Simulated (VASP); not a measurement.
# MgO2 (R-3m) in VASP: further runs

Runs on MgO2. Level: r2SCAN. Tasks: single point.

Program: VASP 6.6.1. These are calculated values, not measurements. Logs are shortened: lines on timing, memory, paths and dates and some standing lists are left out, and cuts for length are marked.

**1. The cell of the first run**

The structure is trigonal, space group R-3m (No. 166). Conventional cell: a = 3.338 Å, b = 3.338 Å, c = 9.643 Å, α = 90.00°, β = 90.00°, γ = 120.00°. Mg (site symmetry -3m) has 6 O at 2.14 Å within 2.8 Å. Within 1.8 Å of O (site symmetry 3m) lie 1 O at 1.37 Å.

**2. Single point, r2SCAN (strain +0.040 along x and y, -0.080 along z)**

File POSCAR:

```
MgO2
1.0
    1.6689514567      0.9635695728      3.2144605649
   -1.6689514567      0.9635695728      3.2144605649
    0.0000000000     -1.9271391455      3.2144605649
Mg O
1 2
Direct
    0.0000000000      0.0000000000      0.0000000000
    0.4287860000      0.4287860000      0.4287860000
    0.5712140000      0.5712140000      0.5712140000
```

File INCAR.step1:

```
SYSTEM = MgO2
ALGO     = Normal         ! electronic algorithm
EDIFF    = 1E-4           ! SCF threshold, eV
ENCUT    = 520            ! plane-wave cutoff, eV
GGA      = PE             ! functional
ISMEAR   = 0              ! smearing method
LASPH    = .TRUE.         ! aspherical terms in the spheres
LCHARG   = .FALSE.        ! write CHGCAR
LREAL    = .FALSE.        ! projectors in reciprocal space
LWAVE    = .TRUE.         ! write WAVECAR
NBANDS   = 14             ! bands
NELM     = 100            ! most SCF steps
PREC     = Accurate       ! precision mode
SIGMA    = 0.05           ! smearing width, eV
```

File INCAR.step2:

```
SYSTEM = MgO2
ALGO     = Normal         ! electronic algorithm
EDIFF    = 1E-7           ! SCF threshold, eV
ENCUT    = 520            ! plane-wave cutoff, eV
ISIF     = 2              ! what is computed and relaxed
ISMEAR   = 0              ! smearing method
ISTART   = 1            
LASPH    = .TRUE.         ! aspherical terms in the spheres
LCHARG   = .FALSE.        ! write CHGCAR
LMIXTAU  = .TRUE.       
LREAL    = .FALSE.        ! projectors in reciprocal space
LWAVE    = .FALSE.        ! write WAVECAR
METAGGA  = R2SCAN         ! meta-GGA
NBANDS   = 14             ! bands
NELM     = 100            ! most SCF steps
PREC     = Accurate       ! precision mode
SIGMA    = 0.05           ! smearing width, eV
```

File KPOINTS:

```
k-points
0
G
  12 12 12
  0 0 0
```

Potentials or basis: VASP PAW PBE potentials, release 64 (Mg, O).

Launch:

```
cat potpaw_PBE.64/Mg/POTCAR potpaw_PBE.64/O/POTCAR > POTCAR
cp INCAR.step1 INCAR
mpirun -np 1 vasp_std > vasp.out
cp INCAR.step2 INCAR
mpirun -np 1 vasp_std > vasp.out
```

OUTCAR:

```text
SYSTEM = MgO2
   EDIFF = 1E-7
   ENCUT = 520
   ISIF = 2
   ISMEAR = 0
   ISTART = 1
   LASPH = .TRUE.
   LREAL = .FALSE.
   METAGGA = R2SCAN
   NELM = 100
   PREC = Accurate

 ion  position               nearest neighbor table
   1  0.000  0.000  0.000-   3 2.14   2 2.14   3 2.14   3 2.14   2 2.14   2 2.14
   2  0.429  0.429  0.429-   3 1.37   1 2.14   1 2.14   1 2.14
   3  0.571  0.571  0.571-   2 1.37   1 2.14   1 2.14   1 2.14

  LATTYP: Found a trigonal (rhomboedric) cell.
 ALAT       =     3.7478823367
 COS(alpha) =     0.6034065752

  Lattice vectors:

 A1 = (   1.6689514567,   0.9635695728,   3.2144605649)
 A2 = (  -1.6689514567,   0.9635695728,   3.2144605649)
 A3 = (   0.0000000000,  -1.9271391455,   3.2144605649)

Analysis of symmetry for initial positions (statically):
=====================================================================
 Subroutine PRICEL returns:
 Original cell was already a primitive cell.

 Routine SETGRP: Setting up the symmetry group for a
 trigonal (rhombohedral) supercell.

 Subroutine GETGRP returns: Found 12 space group operations
 (whereof 12 operations were pure point group operations)
 out of a pool of 12 trial point group operations.

The static configuration has the point symmetry D_3d.

Analysis of symmetry for dynamics (positions and initial velocities):
=====================================================================
 Subroutine PRICEL returns:
 Original cell was already a primitive cell.

 Routine SETGRP: Setting up the symmetry group for a
 trigonal (rhombohedral) supercell.

 Subroutine GETGRP returns: Found 12 space group operations
 (whereof 12 operations were pure point group operations)
 out of a pool of 12 trial point group operations.

The dynamic configuration has the point symmetry D_3d.

 Subroutine INISYM returns: Found 12 space group operations
 (whereof 12 operations are pure point group operations),
 and found     1 'primitive' translations

----------------------------------------------------------------------------------------

                                     Primitive cell

  volume of cell :      31.0160

  direct lattice vectors                    reciprocal lattice vectors
     1.668951457  0.963569573  3.214460565     0.299589301  0.172967963  0.103698063
    -1.668951457  0.963569573  3.214460565    -0.299589301  0.172967963  0.103698063
     0.000000000 -1.927139145  3.214460565     0.000000000 -0.345935927  0.103698063

  length of vectors
[... 97 lines left out ...]
   EMIN   =  10.00;   EMAX   =-10.00  energy-range for DOS
   EFERMI =   0.00;   METHOD = LEGACY
   ISMEAR =     0;   SIGMA  =   0.05  broadening in eV -4-tet -1-fermi 0-gaus
   EFERMI_NEDOS =   21; number of points for ismear=-14 and -15
   IALGO  =     38    algorithm
   IMIX   =      4    mixing-type and parameters
     AMIX     =   0.40;   BMIX     =  1.00
     AMIX_MAG =   1.60;   BMIX_MAG =  1.00
  volume/ion in A,a.u.               =      10.34        69.77
  Fermi-wavevector in a.u.,A,eV,Ry     =   1.255805  2.373127 21.457009  1.577046
  Thomas-Fermi vector in A             =   2.389544
   LORBIT       =      0    0 simple, 1 ext, 2 COOP (PROOUT), +10 PAW based schemes
   METAGGA = R2SCAN    functional components
   LHFCALC =     F    Hartree Fock is set to
   AEXX    =    0.0000 exact exchange contribution
   IVDW    =     0    specifies the selected vdW correction
   LEPSILON=     F    determine dielectric tensor
   LRPA    =     F    only Hartree local field effects (RPA)
 non-spin polarized calculation
 Gauss-broadening in eV      SIGMA  =   0.05
  energy-cutoff  :      520.00
  volume of cell :       31.02
 maximum number of plane-waves:       864
   NGX = 13   NGY = 13   NGZ = 13

 number of electron      14.0000000 magnetization

 Free energy of the ion-electron system (eV)
  ---------------------------------------------------
  ext. energy  EPLUGINS =         0.00000000
  ---------------------------------------------------
  free energy    TOTEN  =       -21.10515250 eV

  energy without entropy =      -21.10515250  energy(sigma->0) =      -21.10515250

 E-fermi :   3.4472     XC(G=0): -10.7043

 val. band max:        3.1165120399   @ k =   0.5000   0.5000   0.0000
 cond. band min:       6.4246565235   @ k =   0.2500   0.2500   0.2500
 fundamental gap:      3.3081444836
 Fermi energy:         3.4472123160

 k-point     1 :       0.0000    0.0000    0.0000
  band No.  band energies     occupation
      1     -21.1099      2.00000
      2     -11.8640      2.00000
      3      -5.3065      2.00000
      4      -1.7076      2.00000
      5      -1.7076      2.00000
      6       2.0425      2.00000
      7       2.0425      2.00000
      8       6.9789      0.00000
      9      10.0689      0.00000
     10      17.0902      0.00000
     11      17.0902      0.00000
     12      17.3083      0.00000
     13      19.2695      0.00000
     14      19.4763      0.00000
[... 377 lines left out ...]
      1     -20.7245      2.00000
      2     -12.4348      2.00000
      3      -4.4610      2.00000
      4      -3.6015      2.00000
      5      -2.2352      2.00000
      6       1.5092      2.00000
      7       2.2520      2.00000
      8       9.4923      0.00000
      9      11.6666      0.00000
     10      12.6703      0.00000
     11      16.3784      0.00000
     12      18.3965      0.00000
     13      19.1683      0.00000
     14      19.9147      0.00000

 [... further k-points ...]

------------------------ aborting loop because EDIFF is reached ----------------------------------------

  FORCE on cell =-STRESS in cart. coord.  units (eV):
  Direction    XX          YY          ZZ          XY          YZ          ZX
  --------------------------------------------------------------------------------------
  -------------------------------------------------------------------------------------
  Total       -2.8268425     -2.8268425      8.2423269      0.0000000      0.0000000      0.0000000
  in kB     -146.0246125   -146.0246125    425.7692394      0.0000000      0.0000000      0.0000000
  external PRESSURE =      44.5733381 kB  Pullay stress =       0.0000000 kB

 VOLUME and BASIS-vectors are now :
 -----------------------------------------------------------------------------
  energy-cutoff  :      520.00
  volume of cell :       31.02
      direct lattice vectors                 reciprocal lattice vectors
     1.668951457  0.963569573  3.214460565     0.299589301  0.172967963  0.103698063
    -1.668951457  0.963569573  3.214460565    -0.299589301  0.172967963  0.103698063
     0.000000000 -1.927139145  3.214460565     0.000000000 -0.345935927  0.103698063

 POSITION                                       TOTAL-FORCE (eV/Angst)
 -----------------------------------------------------------------------------------
      0.00000      0.00000      0.00000         0.000000      0.000000      0.000000
      0.00000      0.00000      4.13495        -0.000000     -0.000000     -4.114164
      0.00000      0.00000      5.50843        -0.000000      0.000000      4.114164
 -----------------------------------------------------------------------------------
    total drift:                               -0.000000      0.000000      0.000000

  FREE ENERGIE OF THE ION-ELECTRON SYSTEM (eV)
  ---------------------------------------------------
  free  energy   TOTEN  =       -21.1051524981 eV

  energy  without entropy=      -21.1051524981  energy(sigma->0) =      -21.10515250
```

OSZICAR.step1:

```text
N       E                     dE             d eps       ncg     rms          rms(c)
DAV:   1     0.501058245160E+02    0.50106E+02   -0.76110E+03  5748   0.914E+02
DAV:   2    -0.152045539013E+02   -0.65310E+02   -0.60522E+02  6986   0.199E+02
DAV:   3    -0.176757934385E+02   -0.24712E+01   -0.24654E+01  6104   0.378E+01
DAV:   4    -0.176851284774E+02   -0.93350E-02   -0.93344E-02  6566   0.266E+00
DAV:   5    -0.176851774057E+02   -0.48928E-04   -0.48928E-04  6140   0.180E-01    0.894E+00
DAV:   6    -0.160576218563E+02    0.16276E+01   -0.27841E+00  5724   0.136E+01    0.357E+00
DAV:   7    -0.159364167375E+02    0.12121E+00   -0.21848E-01  6222   0.403E+00    0.176E+00
DAV:   8    -0.159346129101E+02    0.18038E-02   -0.73533E-02  5544   0.256E+00    0.281E-01
DAV:   9    -0.159366977186E+02   -0.20848E-02   -0.15245E-02  5826   0.948E-01    0.122E-01
DAV:  10    -0.159366358933E+02    0.61825E-04   -0.13221E-03  6360   0.315E-01    0.465E-02
DAV:  11    -0.159367053875E+02   -0.69494E-04   -0.18161E-04  5634   0.110E-01
   1 F= -.15936705E+02 E0= -.15936705E+02  d E =-.484146E-11
```

Run time: 3.6 min. Hardware: 1 thread of AMD EPYC 9R45 (Zen 5), shared host; peak memory 0.19 GiB.

What came out:

```
Free energy            : -21.1052 eV
Pressure               : 4.5 GPa
Largest force          : 4.114 eV/Å
Band gap on the k mesh : 3.31 eV (least direct gap 3.60 eV)
```

Forces on the atoms (eV/Å):
```
Mg   0.000  0.000  0.000
O    0.000  0.000 -4.114
O    0.000  0.000  4.114
```

Stress tensor (GPa, compression positive):
```
-14.60   0.00   0.00
  0.00 -14.60   0.00
  0.00   0.00  42.58
```

Caveat: the cell differs from its parent crystal (strain +0.040 along x and y, -0.080 along z); the cell stands under pressure; the PAW data sets were made with another functional, which shifts forces and pressure a little.

**3. Single point, r2SCAN (strain +0.040 along x and y, -0.040 along z)**

File POSCAR:

```
MgO2
1.0
    1.6689514567      0.9635695728      3.3542197199
   -1.6689514567      0.9635695728      3.3542197199
    0.0000000000     -1.9271391455      3.3542197199
Mg O
1 2
Direct
    0.0000000000      0.0000000000      0.0000000000
    0.4287860000      0.4287860000      0.4287860000
    0.5712140000      0.5712140000      0.5712140000
```

File INCAR.step1:

```
SYSTEM = MgO2
  PREC = Accurate
  ENCUT = 520
  ISMEAR = 0
  SIGMA = 0.05
  LREAL = .False.
  LASPH = .True.
  NELM = 100
  NBANDS = 14
  GGA = PE
  ALGO = Normal
  EDIFF = 1E-4
  LWAVE = .True.
  LCHARG = .False.
```

File INCAR.step2:

```
SYSTEM = MgO2
  PREC = Accurate
  ENCUT = 520
  EDIFF = 1E-7
  ISMEAR = 0
  SIGMA = 0.05
  LREAL = .False.
  LASPH = .True.
  NELM = 100
  ALGO = Normal
  ISIF = 2
  LWAVE = .False.
  LCHARG = .True.
  METAGGA = R2SCAN
  LMIXTAU = .True.
  LELF = .True.
  LVHAR = .True.
  NBANDS = 14
  ISTART = 1
```

File KPOINTS:

```
regular mesh
0
Gamma
  12 12 12
  0 0 0
```

Potentials or basis: VASP PAW PBE potentials, release 64 (Mg, O).

Launch:

```
cat potpaw_PBE.64/Mg/POTCAR potpaw_PBE.64/O/POTCAR > POTCAR
cp INCAR.step1 INCAR
mpirun -np 1 vasp_std > vasp.out
cp INCAR.step2 INCAR
mpirun -np 1 vasp_std > vasp.out
```

It took 4.2 min on 1 thread of AMD EPYC 9R45 (Zen 5), shared host; peak memory 0.2 GiB.

It converged, with:

```yaml
Free_energy: -21.3458 eV
Pressure: -5.0 GPa
Largest_force: 1.944 eV/Å
Band_gap_on_the_k_mesh: 3.49 eV (least direct gap 3.69 eV)
```

Forces in eV/Å, atoms in the order of the input:
```
Mg   0.000  0.000  0.000
O    0.000  0.000 -1.944
O    0.000  0.000  1.944
```

Stress tensor (GPa, compression positive):
```
-15.08   0.00   0.00
  0.00 -15.08   0.00
  0.00   0.00  15.10
```

Levels at points of the mesh, in eV from the valence-band top:
```csv
k point,band 3,band 4,band 5,band 6,band 7,band 8,band 9,band 10,band 11,band 12
"(0.00, 0.00, 0.00)",-7.77,-4.08,-4.08,-0.89,-0.89,4.27,6.28,13.36,14.53,14.53
"(0.50, 0.00, 0.00)",-6.83,-6.45,-4.32,-1.35,-0.83,5.70,8.44,9.74,13.02,14.85
"(0.50, 0.50, 0.00)",-6.17,-5.75,-5.08,-1.96,-0.01,5.08,7.48,10.55,13.03,13.74
"(0.50, 0.50, 0.50)",-5.08,-4.63,-4.63,0.00,0.00,3.84,4.64,10.16,13.62,13.62
```

Caveat: the cell differs from its parent crystal (strain +0.040 along x and y, -0.040 along z); the cell stands under tension; the PAW data sets were made with another functional, which shifts forces and pressure a little.
